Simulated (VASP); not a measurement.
# Sc2BF2 (P3m1) in VASP: notebook, part 2 of 3

VASP 6.6.1. Earlier steps stand in the parts before.

## (3) Single point, PBE

This run uses another cell than the first one, of 17.26 Å³/atom.

INCAR reads:

```
SYSTEM = Sc2BF2
ALGO = Normal ; EDIFF = 1E-7
ENCUT = 520 ; GGA = PE
ISIF = 2 ; ISMEAR = 0
LASPH = .True. ; LCHARG = .False.
LREAL = .False. ; LWAVE = .False.
NBANDS = 28 ; NELM = 80
PREC = Accurate ; SIGMA = 0.1
```

KPOINTS reads:

```
k-points
0
Gamma
  6 6 2
  0 0 0
```

POSCAR reads:

```
Sc2BF2
1.0
    3.2093796701      0.0000000000      0.0000000000
   -1.6046898350      2.7794043247      0.0000000000
    0.0000000000      0.0000000000      9.6771784550
Sc B F
2 1 2
Direct
    0.0000000000      0.0000000000      0.3442242982
    0.3333333333      0.6666666667      0.8162695975
    0.0000000000      0.0000000000     -0.0202571127
    0.0000000000      0.0000000000      0.1273932911
    0.6666666667      0.3333333333      0.6972745758
```

Potentials or basis: VASP PAW PBE potentials, release 64 (Sc_sv, B, F).

On the command line:

```sh
> cat potpaw_PBE.64/Sc_sv/POTCAR potpaw_PBE.64/B/POTCAR potpaw_PBE.64/F/POTCAR > POTCAR
> mpirun -np 1 vasp_std > vasp.out
```

OUTCAR:

```text
SYSTEM = Sc2BF2
   EDIFF = 1E-7
   ENCUT = 520
   GGA = PE
   ISIF = 2
   ISMEAR = 0
   LASPH = .True.
   LREAL = .False.
   NELM = 80
   PREC = Accurate

 ion  position               nearest neighbor table
   1  0.000  0.000  0.344-   4 2.10
   2  0.333  0.667  0.816-   5 2.18   5 2.18   5 2.18   3 2.44   3 2.44   3 2.44
   3  0.000  0.000  0.980-   4 1.43   2 2.44   2 2.44   2 2.44
   4  0.000  0.000  0.127-   3 1.43   1 2.10
   5  0.667  0.333  0.697-   2 2.18   2 2.18   2 2.18

  LATTYP: Found a hexagonal cell.
 ALAT       =     3.2093796701
 C/A-ratio  =     3.0152800384

  Lattice vectors:

 A1 = (   3.2093796701,   0.0000000000,   0.0000000000)
 A2 = (  -1.6046898350,   2.7794043247,   0.0000000000)
 A3 = (   0.0000000000,   0.0000000000,   9.6771784550)

Analysis of symmetry for initial positions (statically):
=====================================================================
 Subroutine PRICEL returns:
 Original cell was already a primitive cell.

 Routine SETGRP: Setting up the symmetry group for a
 hexagonal supercell.

 Subroutine GETGRP returns: Found  6 space group operations
 (whereof  6 operations were pure point group operations)
 out of a pool of 24 trial point group operations.

The static configuration has the point symmetry C_3v.

Analysis of symmetry for dynamics (positions and initial velocities):
=====================================================================
 Subroutine PRICEL returns:
 Original cell was already a primitive cell.

 Routine SETGRP: Setting up the symmetry group for a
 hexagonal supercell.

 Subroutine GETGRP returns: Found  6 space group operations
 (whereof  6 operations were pure point group operations)
 out of a pool of 24 trial point group operations.

The dynamic configuration has the point symmetry C_3v.

 Subroutine INISYM returns: Found  6 space group operations
 (whereof  6 operations are pure point group operations),
 and found     1 'primitive' translations

----------------------------------------------------------------------------------------

                                     Primitive cell

  volume of cell :      86.3220

  direct lattice vectors                    reciprocal lattice vectors
     3.209379670  0.000000000  0.000000000     0.311586694  0.179894661  0.000000000
    -1.604689835  2.779404325  0.000000000     0.000000000  0.359789323  0.000000000
     0.000000000  0.000000000  9.677178455     0.000000000  0.000000000  0.103335906

  length of vectors
     3.209379670  3.209379670  9.677178455     0.359789323  0.359789323  0.103335906

  position of ions in fractional coordinates (direct lattice)
     0.000000000  0.000000000  0.344224298
     0.333333333  0.666666667  0.816269598
     0.000000000  0.000000000  0.979742887
     0.000000000  0.000000000  0.127393291
     0.666666667  0.333333333  0.697274576

  ion indices of the primitive-cell ions
   primitive index   ion index
                 1           1
                 2           2
                 3           3
                 4           4
                 5           5
[... 28 lines left out ...]
            Coordinates               Weight
  0.000000  0.000000  0.000000      1.000000
  0.166667  0.000000  0.000000      6.000000
  0.333333  0.000000  0.000000      6.000000
  0.500000  0.000000  0.000000      3.000000
  0.166667  0.166667  0.000000      6.000000
  0.333333  0.166667  0.000000     12.000000
  0.333333  0.333333  0.000000      2.000000
  0.000000  0.000000  0.500000      1.000000
  0.166667  0.000000  0.500000      6.000000
  0.333333  0.000000  0.500000      6.000000
  0.500000  0.000000  0.500000      3.000000
  0.166667  0.166667  0.500000      6.000000
  0.333333  0.166667  0.500000     12.000000
  0.333333  0.333333  0.500000      2.000000
   k-points           NKPTS =     14   k-points in BZ     NKDIM =     14   number of bands    NBANDS=     28
   number of dos      NEDOS =    301   number of ions     NIONS =      5
   total plane-waves  NPLWV =  41472
   dimension x,y,z NGX =    24 NGY =   24 NGZ =   72
   dimension x,y,z NGXF=    48 NGYF=   48 NGZF=  144
   ions per type =               2   1   2
   NGX,Y,Z   is equivalent  to a cutoff of  12.43, 12.43, 12.37 a.u.
   NGXF,Y,Z  is equivalent  to a cutoff of  24.86, 24.86, 24.74 a.u.
 SYSTEM =  Sc2BF2
   PREC   = accura    normal or accurate (medium, high low for compatibility)
   ISTART =      0    job   : 0-new  1-cont  2-samecut
   ICHARG =      2    charge: 1-file 2-atom 10-const
   ISPIN  =      1    spin polarized calculation?
   LNONCOLLINEAR =      F non collinear calculations
   LSORBIT =      F    spin-orbit coupling
   LASPH  =      T    aspherical Exc in radial PAW
   ENCUT  =  520.0 eV  38.22 Ry    6.18 a.u.   5.97  5.97 17.99*2*pi/ulx,y,z
   NELM   =     80;   NELMIN=  2; NELMDL= -5     # of ELM steps
   EDIFF  = 0.1E-06   stopping-criterion for ELM
   LREAL  =      F    real-space projection
   EDIFFG = 0.1E-05   stopping-criterion for IOM
   NSW    =      0    number of steps for IOM
   IBRION =     -1    ionic relax: 0-MD 1-quasi-New 2-CG
   NFREE  =      0    steps in history (QN), initial steepest desc. (CG)
   ISIF   =      2    stress and relaxation
   ISYM   =      2    0-nonsym 1-usesym 2-fastsym
   POTIM  = 0.5000    time-step for ionic-motion
   TEBEG  =    0.0;   TEEND  =   0.0 temperature during run
   PSTRESS=    0.0 pullay stress
   NELECT =      39.0000    total number of electrons
   NUPDOWN=      -1.0000    fix difference up-down
   EMIN   =  10.00;   EMAX   =-10.00  energy-range for DOS
   EFERMI =   0.00;   METHOD = LEGACY
   ISMEAR =     0;   SIGMA  =   0.10  broadening in eV -4-tet -1-fermi 0-gaus
   EFERMI_NEDOS =   21; number of points for ismear=-14 and -15
   IALGO  =     38    algorithm
   IMIX   =      4    mixing-type and parameters
     AMIX     =   0.40;   BMIX     =  1.00
     AMIX_MAG =   1.60;   BMIX_MAG =  1.00
  volume/ion in A,a.u.               =      17.26       116.51
  Fermi-wavevector in a.u.,A,eV,Ry     =   1.256191  2.373858 21.470225  1.578017
  Thomas-Fermi vector in A             =   2.389911
   LORBIT       =      0    0 simple, 1 ext, 2 COOP (PROOUT), +10 PAW based schemes
   GGA     = PE    functional components
   LHFCALC =     F    Hartree Fock is set to
   AEXX    =    0.0000 exact exchange contribution
   IVDW    =     0    specifies the selected vdW correction
   LEPSILON=     F    determine dielectric tensor
   LRPA    =     F    only Hartree local field effects (RPA)
 non-spin polarized calculation
 Gauss-broadening in eV      SIGMA  =   0.10
  energy-cutoff  :      520.00
  volume of cell :       86.32
 maximum number of plane-waves:      2376
 NGX is ok and might be reduce to    24
   NGX = 11   NGY = 11   NGZ = 35

 number of electron      39.0000010 magnetization

 Free energy of the ion-electron system (eV)
  ---------------------------------------------------
  ext. energy  EPLUGINS =         0.00000000
  ---------------------------------------------------
  free energy    TOTEN  =       -29.27086082 eV

  energy without entropy =      -29.22613823  energy(sigma->0) =      -29.24849952

 E-fermi :   3.5031     XC(G=0):  -9.2051

 val. band max:        3.4904698643   @ k =   0.3333   0.1667   0.5000
 cond. band min:       3.5058078864   @ k =   0.3333   0.0000   0.5000
 fundamental gap:      0.0153380221
 Fermi energy:         3.5030595112

 k-point     1 :       0.0000    0.0000    0.0000
  band No.  band energies     occupation
      1     -46.7629      2.00000
      2     -46.3225      2.00000
      3     -25.8883      2.00000
      4     -25.2471      2.00000
      5     -25.1105      2.00000
      6     -25.1105      2.00000
[... 423 lines left out ...]
     27       6.5145      0.00000
     28       7.7069      0.00000

------------------------ aborting loop because EDIFF is reached ----------------------------------------

  FORCE on cell =-STRESS in cart. coord.  units (eV):
  Direction    XX          YY          ZZ          XY          YZ          ZX
  --------------------------------------------------------------------------------------
  -------------------------------------------------------------------------------------
  Total       -0.0114336     -0.0114336      0.3789823     -0.0000000      0.0000000      0.0000000
  in kB       -0.2122127     -0.2122127      7.0340911     -0.0000000      0.0000000      0.0000000
  external PRESSURE =       2.2032219 kB  Pullay stress =       0.0000000 kB

 VOLUME and BASIS-vectors are now :
 -----------------------------------------------------------------------------
  energy-cutoff  :      520.00
  volume of cell :       86.32
      direct lattice vectors                 reciprocal lattice vectors
     3.209379670  0.000000000  0.000000000     0.311586694  0.179894661  0.000000000
    -1.604689835  2.779404325  0.000000000     0.000000000  0.359789323  0.000000000
     0.000000000  0.000000000  9.677178455     0.000000000  0.000000000  0.103335906

 POSITION                                       TOTAL-FORCE (eV/Angst)
 -----------------------------------------------------------------------------------
      0.00000      0.00000      3.33112        -0.000000     -0.000000      0.010507
     -0.00000      1.85294      7.89919         0.000000     -0.000000      0.042371
      0.00000      0.00000      9.48115         0.000000     -0.000000     -0.130849
      0.00000      0.00000      1.23281        -0.000000      0.000000      0.123017
      1.60469      0.92647      6.74765        -0.000000     -0.000000     -0.045046
 -----------------------------------------------------------------------------------
    total drift:                               -0.000000      0.000000      0.001196

  FREE ENERGIE OF THE ION-ELECTRON SYSTEM (eV)
  ---------------------------------------------------
  free  energy   TOTEN  =       -29.2708608161 eV

  energy  without entropy=      -29.2261382316  energy(sigma->0) =      -29.24849952
```

stdout:

```text
POSCAR found type information on POSCAR ScB F
 POSCAR found :  3 types and       5 ions
 scaLAPACK will be used
 LDA part: xc-table for (Slater+PW92), standard interpolation
 POSCAR, INCAR and KPOINTS ok, starting setup
 FFT: planning ... GRIDC
 FFT: planning ... GRID_SOFT
 FFT: planning ... GRID
 WAVECAR not read
 entering main loop
```

It took 21 s on 1 thread of Intel Xeon 6975P-C (Granite Rapids), shared host; peak memory 0.2 GiB.

Results:

| Quantity | Value |
| --- | --- |
| Free energy | -29.2709 eV |
| Pressure | 0.2 GPa |
| Largest force | 0.131 eV/Å |
| Band gap on the k mesh | zero (an odd number of electrons rules out a gap without spin polarisation) |

Forces on the atoms (eV/Å):
```
Sc   0.000  0.000  0.011
Sc   0.000  0.000  0.042
B    0.000  0.000 -0.131
F    0.000  0.000  0.123
F    0.000  0.000 -0.045
```

Stress tensor (GPa, compression positive):
```
-0.02  0.00  0.00
 0.00 -0.02  0.00
 0.00  0.00  0.70
```

Caveat: the k points lie up to 0.38 Å⁻¹ apart, too coarse for converged energies and pressures of a metal; an odd number of electrons without spin polarisation forces a metal; a magnetic or distorted state may lie lower.

[end of part 2 of 3]

The gap in the log of VASP goes by the Fermi energy; the results here count the filled bands.